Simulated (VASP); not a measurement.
B4Pd:

```
CELL_PARAMETERS angstrom
3.21688 0.00000 0.00000
-1.60844 2.78590 0.00000
0.00000 0.00000 5.52460
ATOMIC_POSITIONS crystal
B 0.00000 0.00000 0.32877
B 0.00000 0.00000 0.67123
B 0.33333 0.66667 0.61848
B 0.33333 0.66667 0.38152
Pd 0.33333 0.66667 0.00000
```

* Program: VASP 6.6.1
* Task: relaxation of cell and atoms
* Functional: PBE
* Potentials or basis: VASP PAW PBE potentials, release 64 (B, Pd)
* Cutoff: 600 eV
* k mesh: 6 × 6 × 4
* Occupations: gaussian, width 0.1 eV
* Spin: no spin polarisation

At the start: pressure 7.4 GPa; volume 9.90 Å³/atom.

**Question.** How do energy, volume and symmetry change on relaxing?

**Answer.** Over 13 steps the energy falls by 512.7 meV/atom and the volume is 9.31 Å³/atom (-6.0 %); space group P-6m2 (No. 187, to 0.05 Å).

The path:
```csv
step,energy change (eV),largest force (eV/Å),pressure (GPa),volume (Å³)
1,0.0000,14.3940,7.41,49.51
2,2.7067,11.5969,27.37,51.89
3,0.4274,6.8624,11.00,51.38
4,-0.3217,5.8709,4.46,51.11
5,-1.7396,3.8009,-6.54,50.38
6,-2.0592,1.1446,-6.93,49.97
7,-2.5521,0.2849,-2.87,47.37
8,-2.5577,0.2198,-1.89,47.08
9,-2.5579,0.2068,-1.69,47.02
10,-2.5628,0.0746,0.55,46.44
11,-2.5631,0.0494,0.09,46.54
12,-2.5631,0.0482,0.18,46.53
13,-2.5634,0.0358,0.11,46.56
```

Final structure:
```
B Pd
1.0
     3.00767    0.00000    0.00000
    -1.50383    2.60471    0.00000
     0.00000    0.00000    5.94295
B Pd
4 1
Direct
  0.00000 0.00000 0.32294
  0.00000 0.00000 0.67706
  0.33333 0.66667 0.64292
  0.33333 0.66667 0.35708
  0.33333 0.66667 0.00000
```

Caveat: the k points lie up to 0.40 Å⁻¹ apart in the final cell.
